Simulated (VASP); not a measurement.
EuSb: single point with PBE+D3(BJ)

The system is EuSb.

```
CELL_PARAMETERS angstrom
4.90838 0.00000 0.00000
-2.45419 4.25078 0.00000
0.00000 0.00000 6.62251
ATOMIC_POSITIONS crystal
Eu 0.33333 0.66667 0.25000
Eu 0.66667 0.33333 0.75000
Sb 0.00000 0.00000 0.00000
Sb 0.00000 0.00000 0.50000
```

```json
{
 "Program": "VASP 6.6.1",
 "Task": "single point",
 "Functional": "PBE",
 "Dispersion": "D3(BJ)",
 "Potentials or basis": "VASP PAW PBE potentials, release 64 (Eu, Sb)",
 "Cutoff": "520 eV",
 "k mesh": "8 × 8 × 6",
 "Occupations": "methfessel-paxton, width 0.01 eV",
 "Spin": "collinear spin, ferromagnetic start",
 "Starting moments": "[6.0, 6.0, 0.0, 0.0] μB",
 "Dipole correction": "no",
 "Further INCAR settings": "ALGO = Normal; EDIFF = 1e-06; NBANDS = 34"
}
```

```json
{
 "Pressure": "-2.0 GPa",
 "Net moment": "13.67 μB per cell",
 "Site moments": "Eu +6.53; Sb -0.05 μB",
 "Valence electrons inside the program's atomic spheres": "Eu 14.72; Sb 2.50",
 "Dispersion energy per atom": "-0.369 eV"
}
```

Stress tensor (GPa, compression positive):
```
-2.05  0.00  0.00
 0.00 -2.05  0.00
 0.00  0.00 -1.89
```

Levels at points of the mesh, in eV from the Fermi level:
Spin up:
| k point | band 27 | band 28 | band 29 | band 30 | band 31 | band 32 |
| --- | --- | --- | --- | --- | --- | --- |
| (0.00, 0.00, 0.00) | -0.11 | 0.46 | 0.46 | 0.94 | 1.63 | 1.63 |
| (0.50, 0.00, 0.00) | -0.14 | -0.13 | -0.05 | 0.01 | 2.36 | 2.63 |
| (0.00, 0.00, 0.50) | -0.09 | -0.09 | 0.00 | 0.00 | 2.11 | 2.11 |
| (0.50, 0.00, 0.50) | -0.09 | -0.09 | -0.06 | -0.06 | 1.54 | 1.54 |
Spin down:
```csv
k point,band 11,band 12,band 13,band 14,band 15,band 16,band 17,band 18,band 19,band 20
"(0.00, 0.00, 0.00)",-4.10,-1.76,-1.76,-0.28,-0.28,1.10,2.15,2.15,2.30,2.30
"(0.50, 0.00, 0.00)",-3.65,-3.06,-1.29,-1.18,-1.17,0.50,2.86,2.92,3.24,3.37
"(0.00, 0.00, 0.50)",-1.26,-1.26,-1.26,-1.26,-1.08,-1.08,2.35,2.35,3.36,3.36
"(0.50, 0.00, 0.50)",-2.46,-2.46,-1.21,-1.21,-0.85,-0.85,1.79,1.79,3.56,3.56
```

Wall time 16 min on 1 thread of Intel(R) Xeon(R) Platinum 8259CL CPU @ 2.50GHz (Skylake/Cascade Lake) (shared host), peak memory 0.54 GiB.

Caveat: spin-orbit coupling is left out, which moves the levels of the heavy elements; semilocal functionals describe open f shells poorly, which spoils levels, moments and volumes. The state reached can hang on the start; a lower one may exist.
